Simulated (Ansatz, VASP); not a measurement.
## Pb in VASP and in Ansatz

```
Pb
1.0
     0.00000    3.46178    3.46178
     3.46178    0.00000    3.46178
     3.46178    3.46178    0.00000
Pb
2
Direct
  0.25000 0.25000 0.25000
  0.00000 0.00000 0.00000
```

Change from the starting cell: volume scaled by 1.02.

Alike in both runs: task single point; functional LDA; k mesh 7 × 7 × 7; occupations fermi-dirac, width 0.05 eV; no spin polarisation.

|  | VASP | Ansatz |
| --- | --- | --- |
| version | VASP 6.6.1 | Ansatz 0.2.0 |
| potentials or method | VASP PAW LDA potentials, release 64 (Pb_d), cutoff 520 eV | all-electron LAPW, scalar-relativistic |

```csv
,VASP,Ansatz,Ansatz less VASP
gap on the k mesh at the Fermi level (eV),none,none,-
pressure (GPa),-1.3,-1.3,+0.06
```

LDA's correlation is that of Perdew and Zunger in VASP and of Perdew and Wang (1992) in Ansatz. A gap of «none» marks a metal or a gap that the smearing closes. Ansatz ran all-electron here, and VASP with PAW potentials.

Spin-orbit coupling is off throughout.
